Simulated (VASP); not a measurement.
Wanted: the native input for a VASP 6.6.1 run.

| Quantity | Value |
| --- | --- |
| Task | single point |
| Functional | LDA |
| Potentials or basis | VASP PAW LDA potentials, release 64 (Li_sv, Pb_d) |
| Cutoff | 520 eV |
| k mesh | 10 × 10 × 10 |
| Occupations | fermi-dirac, width 0.03 eV |
| Spin | no spin polarisation |
| Dipole correction | no |
| Further INCAR settings | ALGO = Normal; EDIFF = 1e-06; NBANDS = 16 |

The structure of LiPb lies in POSCAR:

```
LiPb
1.0
    3.5102206478      0.0000000000      0.0000000000
    0.0000000000      3.5102206478      0.0000000000
    0.0000000000      0.0000000000      3.5102206478
Li Pb
1 1
Direct
    0.5000000000      0.5000000000      0.5000000000
    0.0000000000      0.0000000000      0.0000000000
```

This cell differs from its parent crystal: volume scaled by 0.99.

These files were run (other wordings do the same):

INCAR

```
PREC = Accurate
ENCUT = 520
EDIFF = 1E-6
ISMEAR = -1
SIGMA = 0.03
LREAL = False
LASPH = True
NELM = 60
ALGO = Normal
ISIF = 2
LWAVE = False
LCHARG = False
GGA = CA
NBANDS = 16
```

KPOINTS

```
Automatic mesh
0
Gamma
  10 10 10
```

Potentials or basis: VASP PAW LDA potentials, release 64 (Li_sv, Pb_d).

Launch:

```sh
$ cat potpaw_LDA.64/Li_sv/POTCAR potpaw_LDA.64/Pb_d/POTCAR > POTCAR
$ mpirun -np 1 vasp_std > vasp.out
```

It took 14 s on 1 thread of AMD EPYC 9R45 96-Core Processor (Zen 5) (shared host), peak memory 0.13 GiB.
